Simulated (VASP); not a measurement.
Here is a VASP 6.6.1 calculation.

Contents of POSCAR:

```
HfC
1.0
    0.0000000000      2.3250013489      2.3250013489
    2.3250013489      0.0000000000      2.3250013489
    2.3250013489      2.3250013489      0.0000000000
Hf C
1 1
Direct
    0.5000000000      0.5000000000      0.5000000000
    0.0000000000      0.0000000000      0.0000000000
```

Contents of INCAR.step1:

```
SYSTEM = HfC
PREC     = Accurate       ! precision mode
ENCUT    = 520            ! plane-wave cutoff, eV
EDIFF    = 1E-5           ! SCF threshold, eV
ISMEAR   = 0              ! smearing method
SIGMA    = 0.05           ! smearing width, eV
LREAL    = .FALSE.        ! projectors in reciprocal space
LASPH    = .TRUE.         ! aspherical terms in the spheres
NELM     = 60             ! most SCF steps
ALGO     = Normal         ! electronic algorithm
ISIF     = 2              ! what is computed and relaxed
LWAVE    = .TRUE.         ! write WAVECAR
LCHARG   = .FALSE.        ! write CHGCAR
GGA      = PE             ! functional
NBANDS   = 14             ! bands
```

INCAR.step2

```
SYSTEM = HfC
PREC     = Accurate       ! precision mode
ENCUT    = 520            ! plane-wave cutoff, eV
EDIFF    = 1E-7           ! SCF threshold, eV
ISMEAR   = 0              ! smearing method
SIGMA    = 0.05           ! smearing width, eV
LREAL    = .FALSE.        ! projectors in reciprocal space
LASPH    = .TRUE.         ! aspherical terms in the spheres
NELM     = 60             ! most SCF steps
ALGO     = Normal         ! electronic algorithm
ISIF     = 2              ! what is computed and relaxed
LWAVE    = .FALSE.        ! write WAVECAR
LCHARG   = .FALSE.        ! write CHGCAR
GGA      = PE             ! functional
LHFCALC  = .TRUE.         ! exact exchange
AEXX     = 0.35           ! exact-exchange fraction
HFSCREEN = 0.20787        ! screening, 1/A
PRECFOCK = Normal       
ISTART   = 1            
NBANDS   = 14             ! bands
```

KPOINTS

```
regular mesh
0
G
  6 6 6
  0 0 0
```

Potentials or basis: VASP PAW PBE potentials, release 64 (Hf_pv, C).

Run with:

```console
$ cat potpaw_PBE.64/Hf_pv/POTCAR potpaw_PBE.64/C/POTCAR > POTCAR
$ cp INCAR.step1 INCAR
$ mpirun -np 1 vasp_std > vasp.out
$ cp INCAR.step2 INCAR
$ mpirun -np 1 vasp_std > vasp.out
```

Q: What does it give for the pressure?

A: -5.5 GPa.

Q: What does it give for the band gap on the k mesh?

A: Zero (band 7 reaches 6.73 eV, above the bottom of band 8 at 5.01 eV).

Caveat: the k points lie up to 0.39 Å⁻¹ apart; the PAW data sets were made with another functional, which shifts forces and pressure a little; spin-orbit coupling is left out, which moves the levels of the heavy elements.
